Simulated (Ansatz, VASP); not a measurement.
# Na2MnAlC6N6: VASP beside Ansatz

Contents of INCAR:

```
SYSTEM = Na2MnAlC6N6
ALGO = Normal
EDIFF = 1E-6
ENCUT = 520
GGA = PE
ISIF = 2
ISMEAR = 0
LASPH = .True.
LCHARG = .False.
LREAL = Auto
LWAVE = .False.
NBANDS = 56
NELM = 60
PREC = Accurate
SIGMA = 0.02
```

Contents of KPOINTS:

```
k-points
0
Gamma
  6 6 6
  0 0 0
```

File POSCAR:

```
Na2MnAlC6N6
1.0
    0.0000000000      5.0329890988      5.0329890988
    5.0329890988      0.0000000000      5.0329890988
    5.0329890988      5.0329890988      0.0000000000
Na Mn Al C N
2 1 1 6 6
Direct
    0.2500000000      0.2500000000      0.2500000000
    0.7500000000      0.7500000000      0.7500000000
    0.0000000000      0.0000000000      0.0000000000
    0.5000000000      0.5000000000      0.5000000000
    0.8126740102      0.1873259898      0.1873259898
    0.1873259898      0.8126740102      0.1873259898
    0.1873259898      0.1873259898      0.8126740102
    0.1873259898      0.8126740102      0.8126740102
    0.8126740102      0.1873259898      0.8126740102
    0.8126740102      0.8126740102      0.1873259898
    0.6950293562      0.3049706438      0.3049706438
    0.3049706438      0.6950293562      0.3049706438
    0.3049706438      0.3049706438      0.6950293562
    0.3049706438      0.6950293562      0.6950293562
    0.6950293562      0.3049706438      0.6950293562
    0.6950293562      0.6950293562      0.3049706438
```

Input for Ansatz:

```yaml
crystal:
  lattice:
    - [0.0, 5.0329890988, 5.0329890988]
    - [5.0329890988, 0.0, 5.0329890988]
    - [5.0329890988, 5.0329890988, 0.0]
  atoms:
    - { symbol: Na, position: [0.25, 0.25, 0.25] }
    - { symbol: Na, position: [0.75, 0.75, 0.75] }
    - { symbol: Mn, position: [0.0, 0.0, 0.0] }
    - { symbol: Al, position: [0.5, 0.5, 0.5] }
    - { symbol: C, position: [0.8126740102, 0.1873259898, 0.1873259898] }
    - { symbol: C, position: [0.1873259898, 0.8126740102, 0.1873259898] }
    - { symbol: C, position: [0.1873259898, 0.1873259898, 0.8126740102] }
    - { symbol: C, position: [0.1873259898, 0.8126740102, 0.8126740102] }
    - { symbol: C, position: [0.8126740102, 0.1873259898, 0.8126740102] }
    - { symbol: C, position: [0.8126740102, 0.8126740102, 0.1873259898] }
    - { symbol: "N", position: [0.6950293562, 0.3049706438, 0.3049706438] }
    - { symbol: "N", position: [0.3049706438, 0.6950293562, 0.3049706438] }
    - { symbol: "N", position: [0.3049706438, 0.3049706438, 0.6950293562] }
    - { symbol: "N", position: [0.3049706438, 0.6950293562, 0.6950293562] }
    - { symbol: "N", position: [0.6950293562, 0.3049706438, 0.6950293562] }
    - { symbol: "N", position: [0.6950293562, 0.6950293562, 0.3049706438] }
basis:
  ecutwfc: 420
kpoints:
  mp_grid: { grid: [6, 6, 6] }
  band_path:
    path:
      - [[0.0, 0.0, 0.0], [0.5, 0.0, 0.5], [0.625, 0.25, 0.625]]
      - [[0.375, 0.375, 0.75], [0.0, 0.0, 0.0], [0.5, 0.5, 0.5], [0.5, 0.25, 0.75], [0.5, 0.0, 0.5]]
    npoints: 10
hamiltonian:
  xc: pbe
scf:
  occupations: { method: gaussian, width: 0.02 }
  n_extra_bands: 40
output:
  forces: true
  stress: true
  eigenvalues: true
  populations: true
  dos: { projected: true, de: 0.02, nscf_kmesh: { grid: [9, 9, 9] } }
  bader: false
  write_density: true
  write_potential: true
  elf: true
  volumetric_format: npy
```

Alike in both runs: task single point; functional PBE; k mesh 6 × 6 × 6; occupations gaussian, width 0.02 eV; no spin polarisation.

```csv
,VASP,Ansatz
version,VASP 6.6.1,Ansatz 0.2.0
potentials or method,"VASP PAW PBE potentials, release 64 (Na_pv, Mn_pv, Al, C, N), cutoff 520 eV","scalar-relativistic, plane waves, PAW"
valence electrons in the cell,84,90
```

```csv
,VASP,Ansatz,Ansatz less VASP
gap on the k mesh at the Fermi level (eV),1.61,1.61,+0.002
least direct gap on the mesh (eV),2.37,2.38,+0.009
pressure (GPa),0.3,0.0,-0.31
rms of the force components (eV/Å),0.164,0.001,-0.1632
```

Atom by atom the forces differ by 0.165 eV/Å (rms over components). One of these differences is far larger than is usual between the two programs; its cause wasn't traced. The functional is the same, so the differences come from potentials, cutoffs and numerics. VASP's potentials hold 84 valence electrons a cell and Ansatz's 90, so a difference there can come from the potentials and not from the codes.

Noted on VASP's run: the standard files for N, O and F lose accuracy on very short bonds.
